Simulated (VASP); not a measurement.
# CaF2 (Fluorite) (Fm-3m) in VASP: notebook

CaF2 (Fluorite) is run at these levels: PBE; tasks: single point.

All numbers are computed with VASP 6.6.1; they aren't measurements. Logs are shortened: lines on timing, memory, paths and dates and some standing lists are left out, and cuts for length are marked.

### Step 1. The cell of the first run

The structure is cubic, space group Fm-3m (No. 225). Conventional cell: a = 5.480 Å, b = 5.480 Å, c = 5.480 Å, α = 90.00°, β = 90.00°, γ = 90.00°. Within 3.1 Å of Ca (site symmetry m-3m) lie 8 F at 2.37 Å. Within 3.1 Å of F (site symmetry -43m) lie 4 Ca at 2.37 Å and 6 F at 2.74 Å.

### Step 2. Single point, PBE

INCAR reads:

```
PREC = Accurate
ENCUT = 600
EDIFF = 1E-6
ISMEAR = 0
SIGMA = 0.01
LREAL = False
LASPH = True
NELM = 120
ALGO = Normal
ISIF = 2
LWAVE = False
LCHARG = False
GGA = PE
NBANDS = 19
GGA_COMPAT = False
```

KPOINTS reads:

```
Automatic mesh
0
Gamma
  6 6 6
```

POSCAR reads:

```
CaF2
1.0
    0.0000000000      2.7400731564      2.7400731564
    2.7400731564      0.0000000000      2.7400731564
    2.7400731564      2.7400731564      0.0000000000
Ca F
1 2
Direct
    0.0000000000      0.0000000000      0.0000000000
    0.2500000000      0.2500000000      0.2500000000
    0.7500000000      0.7500000000      0.7500000000
```

Potentials or basis: VASP PAW PBE potentials, release 64 (Ca_sv, F).

On the command line:

```sh
cat potpaw_PBE.64/Ca_sv/POTCAR potpaw_PBE.64/F/POTCAR > POTCAR
mpirun -np 1 vasp_std > vasp.out
```

OUTCAR:

```text
PREC = Accurate
   ENCUT = 600
   EDIFF = 1E-6
   ISMEAR = 0
   LREAL = False
   LASPH = True
   NELM = 120
   ISIF = 2
   GGA = PE

 ion  position               nearest neighbor table
   1  0.000  0.000  0.000-   3 2.37   3 2.37   3 2.37   2 2.37   3 2.37   2 2.37   2 2.37   2 2.37

   2  0.250  0.250  0.250-   1 2.37   1 2.37   1 2.37   1 2.37
   3  0.750  0.750  0.750-   1 2.37   1 2.37   1 2.37   1 2.37

  LATTYP: Found a face centered cubic cell.
 ALAT       =     5.4801463128

  Lattice vectors:

 A1 = (   0.0000000000,   2.7400731564,   2.7400731564)
 A2 = (   2.7400731564,   0.0000000000,   2.7400731564)
 A3 = (   2.7400731564,   2.7400731564,   0.0000000000)

Analysis of symmetry for initial positions (statically):
[... 33 lines left out ...]
                                     Primitive cell

  volume of cell :      41.1449

  direct lattice vectors                    reciprocal lattice vectors
     0.000000000  2.740073156  2.740073156    -0.182476880  0.182476880  0.182476880
     2.740073156  0.000000000  2.740073156     0.182476880 -0.182476880  0.182476880
     2.740073156  2.740073156  0.000000000     0.182476880  0.182476880 -0.182476880

  length of vectors
     3.875048620  3.875048620  3.875048620     0.316059227  0.316059227  0.316059227

  position of ions in fractional coordinates (direct lattice)
     0.000000000  0.000000000  0.000000000
     0.250000000  0.250000000  0.250000000
     0.750000000  0.750000000  0.750000000

  ion indices of the primitive-cell ions
   primitive index   ion index
                 1           1
                 2           2
                 3           3

----------------------------------------------------------------------------------------

 KPOINTS: Automatic mesh

Automatic generation of k-mesh.
 Grid dimensions read from file:
 generate k-points for:    6    6    6

 Generating k-lattice:

  Cartesian coordinates                     Fractional coordinates (reciprocal lattice)
    -0.030412813  0.030412813  0.030412813     0.166666667  0.000000000  0.000000000
     0.030412813 -0.030412813  0.030412813     0.000000000  0.166666667  0.000000000
     0.030412813  0.030412813 -0.030412813     0.000000000  0.000000000  0.166666667

  Length of vectors
     0.052676538  0.052676538  0.052676538

  Shift w.r.t. Gamma in fractional coordinates (k-lattice)
     0.000000000  0.000000000  0.000000000

 Subroutine IBZKPT returns following result:
 ===========================================

 Found     16 irreducible k-points:

 Following reciprocal coordinates:
            Coordinates               Weight
  0.000000  0.000000  0.000000      1.000000
  0.166667  0.000000  0.000000      8.000000
  0.333333  0.000000  0.000000      8.000000
  0.500000  0.000000  0.000000      4.000000
  0.166667  0.166667  0.000000      6.000000
  0.333333  0.166667  0.000000     24.000000
[... 8 lines left out ...]
 -0.333333  0.333333  0.166667     24.000000
 -0.333333  0.500000  0.166667     12.000000
   k-points           NKPTS =     16   k-points in BZ     NKDIM =     16   number of bands    NBANDS=     19
   number of dos      NEDOS =    301   number of ions     NIONS =      3
   total plane-waves  NPLWV =  32768
   dimension x,y,z NGX =    32 NGY =   32 NGZ =   32
   dimension x,y,z NGXF=    64 NGYF=   64 NGZF=   64
   ions per type =               1   2
   NGX,Y,Z   is equivalent  to a cutoff of  13.73, 13.73, 13.73 a.u.
   NGXF,Y,Z  is equivalent  to a cutoff of  27.46, 27.46, 27.46 a.u.
 SYSTEM =  unknown system
   PREC   = accura    normal or accurate (medium, high low for compatibility)
   ISTART =      0    job   : 0-new  1-cont  2-samecut
   ICHARG =      2    charge: 1-file 2-atom 10-const
   ISPIN  =      1    spin polarized calculation?
   LNONCOLLINEAR =      F non collinear calculations
   LSORBIT =      F    spin-orbit coupling
   LASPH  =      T    aspherical Exc in radial PAW
   ENCUT  =  600.0 eV  44.10 Ry    6.64 a.u.   7.74  7.74  7.74*2*pi/ulx,y,z
   NELM   =    120;   NELMIN=  2; NELMDL= -5     # of ELM steps
   EDIFF  = 0.1E-05   stopping-criterion for ELM
   LREAL  =      F    real-space projection
   EDIFFG = 0.1E-04   stopping-criterion for IOM
   NSW    =      0    number of steps for IOM
   IBRION =     -1    ionic relax: 0-MD 1-quasi-New 2-CG
   NFREE  =      0    steps in history (QN), initial steepest desc. (CG)
   ISIF   =      2    stress and relaxation
   ISYM   =      2    0-nonsym 1-usesym 2-fastsym
   POTIM  = 0.5000    time-step for ionic-motion
   TEBEG  =    0.0;   TEEND  =   0.0 temperature during run
   PSTRESS=    0.0 pullay stress
   NELECT =      24.0000    total number of electrons
   NUPDOWN=      -1.0000    fix difference up-down
   EMIN   =  10.00;   EMAX   =-10.00  energy-range for DOS
   EFERMI =   0.00;   METHOD = LEGACY
   ISMEAR =     0;   SIGMA  =   0.01  broadening in eV -4-tet -1-fermi 0-gaus
   EFERMI_NEDOS =   21; number of points for ismear=-14 and -15
   IALGO  =     38    algorithm
   IMIX   =      4    mixing-type and parameters
     AMIX     =   0.40;   BMIX     =  1.00
     AMIX_MAG =   1.60;   BMIX_MAG =  1.00
  volume/ion in A,a.u.               =      13.71        92.55
  Fermi-wavevector in a.u.,A,eV,Ry     =   1.367854  2.584869 25.456836  1.871025
  Thomas-Fermi vector in A             =   2.493870
   LORBIT       =      0    0 simple, 1 ext, 2 COOP (PROOUT), +10 PAW based schemes
   GGA     = PE    functional components
   LHFCALC =     F    Hartree Fock is set to
   AEXX    =    0.0000 exact exchange contribution
   IVDW    =     0    specifies the selected vdW correction
   LEPSILON=     F    determine dielectric tensor
   LRPA    =     F    only Hartree local field effects (RPA)
 non-spin polarized calculation
 Gauss-broadening in eV      SIGMA  =   0.01
  energy-cutoff  :      600.00
  volume of cell :       41.14
 maximum number of plane-waves:      1384
   NGX = 15   NGY = 15   NGZ = 15

 number of electron      23.9999993 magnetization

 Free energy of the ion-electron system (eV)
  ---------------------------------------------------
  ext. energy  EPLUGINS =         0.00000000
  ---------------------------------------------------
  free energy    TOTEN  =       -17.33954133 eV

  energy without entropy =      -17.33954133  energy(sigma->0) =      -17.33954133

 E-fermi :  -0.8733     XC(G=0):  -9.5820

 val. band max:       -1.0244845419   @ k =   0.5000   0.5000   0.0000
 cond. band min:       6.1969867702   @ k =   0.0000   0.0000   0.0000
 fundamental gap:      7.2214713120
 Fermi energy:        -0.8733123912

 k-point     1 :       0.0000    0.0000    0.0000
  band No.  band energies     occupation
      1     -37.0965      2.00000
      2     -20.9349      2.00000
      3     -20.1785      2.00000
      4     -18.0357      2.00000
      5     -18.0357      2.00000
      6     -18.0357      2.00000
[... 11 lines left out ...]
     18      10.1247      0.00000
     19      15.8420      0.00000

 k-point     2 :       0.1667    0.0000    0.0000
  band No.  band energies     occupation
      1     -37.0886      2.00000
      2     -20.9966      2.00000
      3     -20.2488      2.00000
      4     -18.0457      2.00000
      5     -18.0457      2.00000
      6     -17.9197      2.00000
[... 11 lines left out ...]
     18      10.0585      0.00000
     19      14.7029      0.00000

 k-point     3 :       0.3333    0.0000    0.0000
  band No.  band energies     occupation
      1     -37.0728      2.00000
      2     -21.0599      2.00000
      3     -20.4538      2.00000
      4     -18.0657      2.00000
      5     -18.0657      2.00000
      6     -17.6762      2.00000
[... 11 lines left out ...]
     18       9.9264      0.00000
     19      13.1180      0.00000

 k-point     4 :       0.5000    0.0000    0.0000
  band No.  band energies     occupation
      1     -37.0649      2.00000
      2     -21.0539      2.00000
      3     -20.5935      2.00000
      4     -18.0756      2.00000
      5     -18.0756      2.00000
      6     -17.5516      2.00000
[... 11 lines left out ...]
     18       9.8606      0.00000
     19      12.5753      0.00000

 k-point     5 :       0.1667    0.1667    0.0000
  band No.  band energies     occupation
      1     -37.0860      2.00000
      2     -21.0267      2.00000
      3     -20.2545      2.00000
      4     -18.0607      2.00000
      5     -18.0607      2.00000
      6     -17.8655      2.00000
[... 11 lines left out ...]
     18      10.0199      0.00000
     19      15.3451      0.00000

 k-point     6 :       0.3333    0.1667    0.0000
  band No.  band energies     occupation
      1     -37.0728      2.00000
      2     -21.0894      2.00000
      3     -20.4128      2.00000
      4     -18.0831      2.00000
      5     -18.0330      2.00000
      6     -17.7029      2.00000
[... 11 lines left out ...]
     18      10.0667      0.00000
     19      14.0977      0.00000

 k-point     7 :       0.5000    0.1667    0.0000
  band No.  band energies     occupation
      1     -37.0623      2.00000
      2     -21.0383      2.00000
      3     -20.6614      2.00000
      4     -18.0906      2.00000
      5     -17.9653      2.00000
      6     -17.6030      2.00000
[... 11 lines left out ...]
     18      10.7971      0.00000
     19      12.9587      0.00000

 k-point     8 :      -0.3333    0.1667    0.0000
  band No.  band energies     occupation
      1     -37.0649      2.00000
      2     -21.0282      2.00000
      3     -20.6342      2.00000
      4     -18.0758      2.00000
      5     -17.9483      2.00000
      6     -17.6631      2.00000
[... 11 lines left out ...]
     18      10.6193      0.00000
     19      13.2472      0.00000

 k-point     9 :      -0.1667    0.1667    0.0000
  band No.  band energies     occupation
      1     -37.0781      2.00000
      2     -21.0473      2.00000
      3     -20.3802      2.00000
      4     -18.0534      2.00000
      5     -18.0109      2.00000
      6     -17.8090      2.00000
[... 11 lines left out ...]
     18      10.0783      0.00000
     19      14.2397      0.00000

 k-point    10 :       0.3333    0.3333    0.0000
  band No.  band energies     occupation
      1     -37.0649      2.00000
      2     -21.1866      2.00000
      3     -20.4018      2.00000
      4     -18.1104      2.00000
      5     -18.1104      2.00000
      6     -17.5406      2.00000
[... 11 lines left out ...]
     18       9.8461      0.00000
     19      15.3426      0.00000

 k-point    11 :       0.5000    0.3333    0.0000
  band No.  band energies     occupation
      1     -37.0570      2.00000
      2     -21.1643      2.00000
      3     -20.5759      2.00000
      4     -18.1204      2.00000
      5     -18.0227      2.00000
      6     -17.4921      2.00000
[... 11 lines left out ...]
     18      11.5972      0.00000
     19      14.2315      0.00000

 k-point    12 :      -0.3333    0.3333    0.0000
  band No.  band energies     occupation
      1     -37.0570      2.00000
      2     -20.9483      2.00000
      3     -20.8467      2.00000
      4     -18.1031      2.00000
      5     -17.8247      2.00000
      6     -17.6522      2.00000
[... 11 lines left out ...]
     18      12.2418      0.00000
     19      13.9818      0.00000

 k-point    13 :       0.5000    0.5000    0.0000
  band No.  band energies     occupation
      1     -37.0544      2.00000
      2     -21.2574      2.00000
      3     -20.4730      2.00000
      4     -18.1352      2.00000
      5     -18.1352      2.00000
      6     -17.3828      2.00000
[... 11 lines left out ...]
     18      12.1667      0.00000
     19      13.6872      0.00000

 k-point    14 :       0.5000    0.3333    0.1667
  band No.  band energies     occupation
      1     -37.0623      2.00000
      2     -21.0815      2.00000
      3     -20.6079      2.00000
      4     -18.1025      2.00000
      5     -17.9331      2.00000
      6     -17.6333      2.00000
[... 11 lines left out ...]
     18      10.8707      0.00000
     19      14.1583      0.00000

 k-point    15 :      -0.3333    0.3333    0.1667
  band No.  band energies     occupation
      1     -37.0570      2.00000
      2     -20.9521      2.00000
      3     -20.8424      2.00000
      4     -18.1163      2.00000
      5     -17.7921      2.00000
      6     -17.6721      2.00000
[... 11 lines left out ...]
     18      12.1671      0.00000
     19      13.4258      0.00000

 k-point    16 :      -0.3333    0.5000    0.1667
  band No.  band energies     occupation
      1     -37.0544      2.00000
      2     -21.0953      2.00000
      3     -20.7127      2.00000
      4     -18.1368      2.00000
      5     -17.9024      2.00000
      6     -17.5358      2.00000
[... 11 lines left out ...]
     18      13.4307      0.00000
     19      13.4520      0.00000

------------------------ aborting loop because EDIFF is reached ----------------------------------------

  FORCE on cell =-STRESS in cart. coord.  units (eV):
  Direction    XX          YY          ZZ          XY          YZ          ZX
  --------------------------------------------------------------------------------------
  -------------------------------------------------------------------------------------
  Total        0.4009702      0.4009702      0.4009702     -0.0000000      0.0000000     -0.0000000
  in kB       15.6137142     15.6137142     15.6137142     -0.0000000      0.0000000     -0.0000000
  external PRESSURE =      15.6137142 kB  Pullay stress =       0.0000000 kB

 VOLUME and BASIS-vectors are now :
 -----------------------------------------------------------------------------
  energy-cutoff  :      600.00
  volume of cell :       41.14
      direct lattice vectors                 reciprocal lattice vectors
     0.000000000  2.740073156  2.740073156    -0.182476880  0.182476880  0.182476880
     2.740073156  0.000000000  2.740073156     0.182476880 -0.182476880  0.182476880
     2.740073156  2.740073156  0.000000000     0.182476880  0.182476880 -0.182476880

 POSITION                                       TOTAL-FORCE (eV/Angst)
 -----------------------------------------------------------------------------------
      0.00000      0.00000      0.00000         0.000000     -0.000000      0.000000
      1.37004      1.37004      1.37004        -0.000000     -0.000000     -0.000000
      4.11011      4.11011      4.11011         0.000000      0.000000      0.000000
 -----------------------------------------------------------------------------------
    total drift:                                0.000000     -0.000000      0.000000

  FREE ENERGIE OF THE ION-ELECTRON SYSTEM (eV)
  ---------------------------------------------------
  free  energy   TOTEN  =       -17.3395413342 eV

  energy  without entropy=      -17.3395413342  energy(sigma->0) =      -17.33954133
```

It took 12 s on 1 thread of AMD EPYC 9R45 (Zen 5), shared host; peak memory 0.14 GiB.

Results:

```yaml
Free_energy: -17.3395 eV
Pressure: 1.6 GPa
Band_gap_on_the_k_mesh: 7.22 eV, indirect (least direct gap 7.48 eV)
```

Levels at points of the mesh, in eV from the valence-band top:
```csv
k point,band 10,band 11,band 12,band 13,band 14,band 15
"(0.00, 0.00, 0.00)",-0.25,-0.25,-0.25,7.22,9.13,9.13
"(0.50, 0.00, 0.00)",-1.22,-0.83,-0.83,9.34,9.34,9.68
"(0.50, 0.50, 0.00)",-0.36,-0.36,0.00,8.09,9.46,10.03
```

[end of part 1 of 2]
